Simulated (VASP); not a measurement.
# BaIr3 (Pm-3m) in VASP: notebook

The runs below take BaIr3 through single point, with PBE.

Everything below comes from runs of VASP 6.6.1. Logs are shortened: lines on timing, memory, paths and dates and some standing lists are left out, and cuts for length are marked.

## (1) The cell of the first run

The structure is cubic, space group Pm-3m (No. 221). Conventional cell: a = 4.357 Å, b = 4.357 Å, c = 4.357 Å, α = 90.00°, β = 90.00°, γ = 90.00°. Within 4.1 Å of Ba (site symmetry m-3m) lie 12 Ir at 3.08 Å. Within 4.1 Å of Ir (site symmetry 4/mmm) lie 4 Ba at 3.08 Å and 8 Ir at 3.08 Å.

## (2) Single point, PBE (volume scaled by 1.100)

The input, INCAR:

```
SYSTEM = BaIr3
ALGO = Normal
EDIFF = 1E-6
ENCUT = 500
GGA = PE
GGA_COMPAT = .FALSE.
ISIF = 2
ISMEAR = 0
LASPH = .TRUE.
LCHARG = .FALSE.
LREAL = .FALSE.
LWAVE = .FALSE.
NBANDS = 38
NELM = 120
PREC = Accurate
SIGMA = 0.05
```

The input, KPOINTS:

```
k-points
0
G
  8 8 8
  0 0 0
```

The input, POSCAR:

```
BaIr3
1.0
    4.3573576296      0.0000000000      0.0000000000
    0.0000000000      4.3573576296      0.0000000000
    0.0000000000      0.0000000000      4.3573576296
Ba Ir
1 3
Direct
    0.0000000000      0.0000000000      0.0000000000
    0.0000000000      0.5000000000      0.5000000000
    0.5000000000      0.5000000000      0.0000000000
    0.5000000000      0.0000000000      0.5000000000
```

Potentials or basis: VASP PAW PBE potentials, release 64 (Ba_sv, Ir_sv_GW).

Command:

```bash
$ cat potpaw_PBE.64/Ba_sv/POTCAR potpaw_PBE.64/Ir_sv_GW/POTCAR > POTCAR
$ mpirun -np 1 vasp_std > vasp.out
```

OUTCAR:

```text
SYSTEM = BaIr3
   EDIFF = 1E-6
   ENCUT = 500
   GGA = PE
   ISIF = 2
   ISMEAR = 0
   LASPH = .TRUE.
   LREAL = .FALSE.
   NELM = 120
   PREC = Accurate

 ion  position               nearest neighbor table
   1  0.000  0.000  0.000-   2 3.08   3 3.08   4 3.08   2 3.08   4 3.08   2 3.08   3 3.08   2 3.08
                             3 3.08   4 3.08   4 3.08   3 3.08
   2  0.000  0.500  0.500-   1 3.08   3 3.08   4 3.08   1 3.08   3 3.08   1 3.08   4 3.08   1 3.08
                             3 3.08   4 3.08   3 3.08   4 3.08
   3  0.500  0.500  0.000-   1 3.08   2 3.08   4 3.08   2 3.08   4 3.08   1 3.08   4 3.08   4 3.08
                             1 3.08   2 3.08   2 3.08   1 3.08
   4  0.500  0.000  0.500-   1 3.08   2 3.08   3 3.08   1 3.08   3 3.08   2 3.08   3 3.08   3 3.08
                             1 3.08   2 3.08   1 3.08   2 3.08

  LATTYP: Found a simple cubic cell.
 ALAT       =     4.3573576296

  Lattice vectors:

 A1 = (   4.3573576296,   0.0000000000,   0.0000000000)
 A2 = (   0.0000000000,   4.3573576296,   0.0000000000)
 A3 = (   0.0000000000,   0.0000000000,   4.3573576296)

Analysis of symmetry for initial positions (statically):
=====================================================================
 Subroutine PRICEL returns:
 Original cell was already a primitive cell.

 Routine SETGRP: Setting up the symmetry group for a
 simple cubic supercell.

 Subroutine GETGRP returns: Found 48 space group operations
 (whereof 48 operations were pure point group operations)
 out of a pool of 48 trial point group operations.

The static configuration has the point symmetry O_h .

Analysis of symmetry for dynamics (positions and initial velocities):
=====================================================================
 Subroutine PRICEL returns:
 Original cell was already a primitive cell.

 Routine SETGRP: Setting up the symmetry group for a
 simple cubic supercell.

 Subroutine GETGRP returns: Found 48 space group operations
 (whereof 48 operations were pure point group operations)
 out of a pool of 48 trial point group operations.

The dynamic configuration has the point symmetry O_h .

 Subroutine INISYM returns: Found 48 space group operations
 (whereof 48 operations are pure point group operations),
 and found     1 'primitive' translations

----------------------------------------------------------------------------------------

                                     Primitive cell

  volume of cell :      82.7313

  direct lattice vectors                    reciprocal lattice vectors
     4.357357630  0.000000000  0.000000000     0.229496884  0.000000000  0.000000000
     0.000000000  4.357357630  0.000000000     0.000000000  0.229496884  0.000000000
     0.000000000  0.000000000  4.357357630     0.000000000  0.000000000  0.229496884

  length of vectors
     4.357357630  4.357357630  4.357357630     0.229496884  0.229496884  0.229496884

  position of ions in fractional coordinates (direct lattice)
     0.000000000  0.000000000  0.000000000
     0.000000000  0.500000000  0.500000000
     0.500000000  0.500000000  0.000000000
     0.500000000  0.000000000  0.500000000

  ion indices of the primitive-cell ions
   primitive index   ion index
                 1           1
                 2           2
                 3           3
                 4           4

----------------------------------------------------------------------------------------

 KPOINTS: k-points

Automatic generation of k-mesh.
 Grid dimensions read from file:
 generate k-points for:    8    8    8

 Generating k-lattice:

  Cartesian coordinates                     Fractional coordinates (reciprocal lattice)
     0.028687111  0.000000000  0.000000000     0.125000000  0.000000000  0.000000000
     0.000000000  0.028687111  0.000000000     0.000000000  0.125000000  0.000000000
     0.000000000  0.000000000  0.028687111     0.000000000  0.000000000  0.125000000

  Length of vectors
     0.028687111  0.028687111  0.028687111

  Shift w.r.t. Gamma in fractional coordinates (k-lattice)
     0.000000000  0.000000000  0.000000000

 Subroutine IBZKPT returns following result:
 ===========================================

 Found     35 irreducible k-points:

 Following reciprocal coordinates:
            Coordinates               Weight
  0.000000  0.000000  0.000000      1.000000
  0.125000  0.000000  0.000000      6.000000
  0.250000  0.000000  0.000000      6.000000
  0.375000  0.000000  0.000000      6.000000
  0.500000  0.000000  0.000000      3.000000
  0.125000  0.125000  0.000000     12.000000
[... 16 lines left out ...]
  0.375000  0.375000  0.125000     24.000000
  0.500000  0.375000  0.125000     24.000000
 [... further k-points ...]
   k-points           NKPTS =     35   k-points in BZ     NKDIM =     35   number of bands    NBANDS=     38
   number of dos      NEDOS =    301   number of ions     NIONS =      4
   total plane-waves  NPLWV =  32768
   dimension x,y,z NGX =    32 NGY =   32 NGZ =   32
   dimension x,y,z NGXF=    64 NGYF=   64 NGZF=   64
   ions per type =               1   3
   NGX,Y,Z   is equivalent  to a cutoff of  12.21, 12.21, 12.21 a.u.
   NGXF,Y,Z  is equivalent  to a cutoff of  24.42, 24.42, 24.42 a.u.
 SYSTEM =  BaIr3
   PREC   = accura    normal or accurate (medium, high low for compatibility)
   ISTART =      0    job   : 0-new  1-cont  2-samecut
   ICHARG =      2    charge: 1-file 2-atom 10-const
   ISPIN  =      1    spin polarized calculation?
   LNONCOLLINEAR =      F non collinear calculations
   LSORBIT =      F    spin-orbit coupling
   LASPH  =      T    aspherical Exc in radial PAW
   ENCUT  =  500.0 eV  36.75 Ry    6.06 a.u.   7.94  7.94  7.94*2*pi/ulx,y,z
   NELM   =    120;   NELMIN=  2; NELMDL= -5     # of ELM steps
   EDIFF  = 0.1E-05   stopping-criterion for ELM
   LREAL  =      F    real-space projection
   EDIFFG = 0.1E-04   stopping-criterion for IOM
   NSW    =      0    number of steps for IOM
   IBRION =     -1    ionic relax: 0-MD 1-quasi-New 2-CG
   NFREE  =      0    steps in history (QN), initial steepest desc. (CG)
   ISIF   =      2    stress and relaxation
   ISYM   =      2    0-nonsym 1-usesym 2-fastsym
   POTIM  = 0.5000    time-step for ionic-motion
   TEBEG  =    0.0;   TEEND  =   0.0 temperature during run
   PSTRESS=    0.0 pullay stress
   NELECT =      61.0000    total number of electrons
   NUPDOWN=      -1.0000    fix difference up-down
   EMIN   =  10.00;   EMAX   =-10.00  energy-range for DOS
   EFERMI =   0.00;   METHOD = LEGACY
   ISMEAR =     0;   SIGMA  =   0.05  broadening in eV -4-tet -1-fermi 0-gaus
   EFERMI_NEDOS =   21; number of points for ismear=-14 and -15
   IALGO  =     38    algorithm
   IMIX   =      4    mixing-type and parameters
     AMIX     =   0.40;   BMIX     =  1.00
     AMIX_MAG =   1.60;   BMIX_MAG =  1.00
  volume/ion in A,a.u.               =      20.68       139.57
  Fermi-wavevector in a.u.,A,eV,Ry     =   1.478978  2.794862 29.761036  2.187374
  Thomas-Fermi vector in A             =   2.593192
   LORBIT       =      0    0 simple, 1 ext, 2 COOP (PROOUT), +10 PAW based schemes
   GGA     = PE    functional components
   LHFCALC =     F    Hartree Fock is set to
   AEXX    =    0.0000 exact exchange contribution
   IVDW    =     0    specifies the selected vdW correction
   LEPSILON=     F    determine dielectric tensor
   LRPA    =     F    only Hartree local field effects (RPA)
 non-spin polarized calculation
 Gauss-broadening in eV      SIGMA  =   0.05
  energy-cutoff  :      500.00
  volume of cell :       82.73
 maximum number of plane-waves:      2176
 NGX is ok and might be reduce to    32
   NGX = 15   NGY = 15   NGZ = 15

 number of electron      61.0000000 magnetization

 Free energy of the ion-electron system (eV)
  ---------------------------------------------------
  ext. energy  EPLUGINS =         0.00000000
  ---------------------------------------------------
  free energy    TOTEN  =       -26.27248998 eV

  energy without entropy =      -26.26478953  energy(sigma->0) =      -26.26863975

 E-fermi :   6.3628     XC(G=0): -12.0827

 val. band max:        6.3615568957   @ k =   0.2500   0.1250   0.0000
 cond. band min:       6.3746957167   @ k =   0.3750   0.1250   0.0000
 fundamental gap:      0.0131388210
 Fermi energy:         6.3628028278

 k-point     1 :       0.0000    0.0000    0.0000
  band No.  band energies     occupation
      1     -84.8339      2.00000
      2     -84.8236      2.00000
      3     -84.8236      2.00000
      4     -41.8036      2.00000
      5     -41.8036      2.00000
      6     -41.8036      2.00000
[... 30 lines left out ...]
     37      10.9989      0.00000
     38      15.5797      0.00000

 k-point     2 :       0.1250    0.0000    0.0000
  band No.  band energies     occupation
      1     -84.8335      2.00000
      2     -84.8237      2.00000
      3     -84.8234      2.00000
      4     -41.8017      2.00000
      5     -41.8017      2.00000
      6     -41.8001      2.00000
[... 30 lines left out ...]
     37      12.1398      0.00000
     38      14.2797      0.00000

 k-point     3 :       0.2500    0.0000    0.0000
  band No.  band energies     occupation
      1     -84.8326      2.00000
      2     -84.8249      2.00000
      3     -84.8234      2.00000
      4     -41.7978      2.00000
      5     -41.7978      2.00000
      6     -41.7933      2.00000
[... 30 lines left out ...]
     37      12.8311      0.00000
     38      12.9535      0.00000

 k-point     4 :       0.3750    0.0000    0.0000
  band No.  band energies     occupation
      1     -84.8312      2.00000
      2     -84.8258      2.00000
      3     -84.8233      2.00000
      4     -41.7934      2.00000
      5     -41.7934      2.00000
      6     -41.7847      2.00000
[... 30 lines left out ...]
     37      11.9143      0.00000
     38      13.2023      0.00000
[... 703 lines left out ...]
      4     -41.8340      2.00000
      5     -41.7737      2.00000
      6     -41.7455      2.00000
[... 30 lines left out ...]
     37      11.6940      0.00000
     38      13.8036      0.00000

 k-point    23 :       0.3750    0.3750    0.1250
  band No.  band energies     occupation
      1     -84.8290      2.00000
      2     -84.8266      2.00000
      3     -84.8256      2.00000
      4     -41.8410      2.00000
      5     -41.7710      2.00000
      6     -41.7373      2.00000
[... 30 lines left out ...]
     37      11.2848      0.00000
     38      13.8610      0.00000

 k-point    24 :       0.5000    0.3750    0.1250
  band No.  band energies     occupation
      1     -84.8282      2.00000
      2     -84.8270      2.00000
      3     -84.8258      2.00000
      4     -41.8440      2.00000
      5     -41.7693      2.00000
      6     -41.7319      2.00000
[... 30 lines left out ...]
     37      11.3233      0.00000
     38      13.5427      0.00000

 [... further k-points ...]
[... 5 lines left out ...]
  --------------------------------------------------------------------------------------
  -------------------------------------------------------------------------------------
  Total       -4.9079238     -4.9079238     -4.9079238     -0.0000000     -0.0000000     -0.0000000
  in kB      -95.0470783    -95.0470783    -95.0470783     -0.0000000     -0.0000000     -0.0000000
  external PRESSURE =     -95.0470783 kB  Pullay stress =       0.0000000 kB

 VOLUME and BASIS-vectors are now :
 -----------------------------------------------------------------------------
  energy-cutoff  :      500.00
  volume of cell :       82.73
      direct lattice vectors                 reciprocal lattice vectors
     4.357357630  0.000000000  0.000000000     0.229496884  0.000000000  0.000000000
     0.000000000  4.357357630  0.000000000     0.000000000  0.229496884  0.000000000
     0.000000000  0.000000000  4.357357630     0.000000000  0.000000000  0.229496884

 POSITION                                       TOTAL-FORCE (eV/Angst)
 -----------------------------------------------------------------------------------
      0.00000      0.00000      0.00000         0.000000      0.000000      0.000000
      0.00000      2.17868      2.17868         0.000000      0.000000      0.000000
      2.17868      2.17868      0.00000         0.000000      0.000000      0.000000
      2.17868      0.00000      2.17868         0.000000      0.000000      0.000000
 -----------------------------------------------------------------------------------
    total drift:                                0.000000     -0.000000     -0.000000

  FREE ENERGIE OF THE ION-ELECTRON SYSTEM (eV)
  ---------------------------------------------------
  free  energy   TOTEN  =       -26.2724899757 eV

  energy  without entropy=      -26.2647895273  energy(sigma->0) =      -26.26863975
```

Wall time 67 s (1 thread of Intel Xeon Platinum 8375C at 2.90GHz (Ice Lake), shared host); peak memory 0.24 GiB.

Results:

| Quantity | Value |
| --- | --- |
| Free energy | -26.2725 eV |
| Pressure | -9.5 GPa |

Caveat: spin-orbit coupling is left out, which moves the levels of the heavy elements.

## (3) Single point, PBE (volume scaled by 0.980)

The input, INCAR:

```
PREC = Accurate
ENCUT = 500
EDIFF = 1E-6
ISMEAR = 0
SIGMA = 0.05
LREAL = F
LASPH = T
NELM = 120
ALGO = Normal
ISIF = 2
LWAVE = F
LCHARG = T
GGA = PE
LELF = T
LVHAR = T
NBANDS = 38
GGA_COMPAT = F
```

The input, KPOINTS:

```
Automatic mesh
0
Gamma
  8 8 8
```

The input, POSCAR:

```
BaIr3
1.0
    4.1927696492      0.0000000000      0.0000000000
    0.0000000000      4.1927696492      0.0000000000
    0.0000000000      0.0000000000      4.1927696492
Ba Ir
1 3
Direct
    0.0000000000      0.0000000000      0.0000000000
    0.0000000000      0.5000000000      0.5000000000
    0.5000000000      0.5000000000      0.0000000000
    0.5000000000      0.0000000000      0.5000000000
```

Potentials or basis: VASP PAW PBE potentials, release 64 (Ba_sv, Ir_sv_GW).

Command:

```bash
$ cat potpaw_PBE.64/Ba_sv/POTCAR potpaw_PBE.64/Ir_sv_GW/POTCAR > POTCAR
$ mpirun -np 1 vasp_std > vasp.out
```

It took 36 s on 1 thread of Intel Xeon 6975P-C (Granite Rapids), shared host; peak memory 0.23 GiB.

Results (log left out):

```yaml
Free_energy: -26.3479 eV
Pressure: 5.0 GPa
```

Levels at points of the mesh, in eV from the Fermi level:
| k point | band 27 | band 28 | band 29 | band 30 | band 31 | band 32 | band 33 | band 34 | band 35 | band 36 |
| --- | --- | --- | --- | --- | --- | --- | --- | --- | --- | --- |
| (0.00, 0.00, 0.00) | 0.10 | 0.10 | 1.05 | 1.47 | 1.47 | 1.47 | 4.30 | 4.30 | 4.30 | 5.31 |
| (0.50, 0.00, 0.00) | -1.16 | -0.90 | -0.35 | -0.35 | -0.18 | 0.31 | 1.47 | 3.55 | 3.55 | 5.03 |
| (0.50, 0.50, 0.00) | -1.22 | -0.62 | -0.52 | -0.52 | -0.48 | -0.41 | 0.36 | 3.13 | 3.13 | 5.01 |
| (0.50, 0.50, 0.50) | -0.88 | -0.88 | 0.01 | 1.08 | 1.08 | 1.08 | 3.67 | 3.67 | 3.67 | 4.58 |

Caveat: spin-orbit coupling is left out, which moves the levels of the heavy elements.

(Part 1 of 2 ends here.)
